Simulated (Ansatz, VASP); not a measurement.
## Cu2NiO3: VASP beside Ansatz

```
Cu Ni O
1.0
     5.25552    0.00000    0.00000
    -2.62776    4.55141    0.00000
     0.00000    0.00000    2.69791
Cu Ni O
2 1 3
Direct
  0.33333 0.66667 0.00000
  0.66667 0.33333 0.00000
  0.00000 0.00000 0.00000
  0.50000 0.00000 0.50000
  0.00000 0.50000 0.50000
  0.50000 0.50000 0.50000
```

Change from the starting cell: species swapped into the YCo3Ni2 type (P6/mmm, No. 191).

Alike in both runs: functional PBE; k mesh 6 × 6 × 6; occupations gaussian, width 0.1 eV; collinear spin.

Ansatz relaxed the structure, and its values are those at the end. VASP's run is a single point on that final structure, the one shown.

|  | VASP | Ansatz |
| --- | --- | --- |
| version | VASP 6.6.1 | Ansatz 0.2.0 |
| potentials or method | VASP PAW PBE potentials, release 64 (Cu_sv_GW, Ni_sv_GW, O), cutoff 700 eV | scalar-relativistic, plane waves, PAW |
| valence electrons in the cell | 74 | 74 |

Ansatz gave:

```
gap on the k mesh at the Fermi level (eV)                     : none
pressure (GPa)                                                : -0.3
net moment per atom (μB)                                      : 0.25
size of the moment on the site where the two differ most (μB) : 1.08
```

Question: Which values does VASP return?

Answer: gap on the k mesh at the Fermi level (eV): none; pressure (GPa): -2.5; net moment per atom (μB): 0.25; size of the moment on the site where the two differ most (μB): 1.06.

Site moments also hang on the region over which each program counts them. A gap of «none» marks a metal or a gap that the smearing closes. The functional is the same, so the differences come from potentials, cutoffs and numerics.

The k mesh is coarse, so the values compare programs but aren't converged.
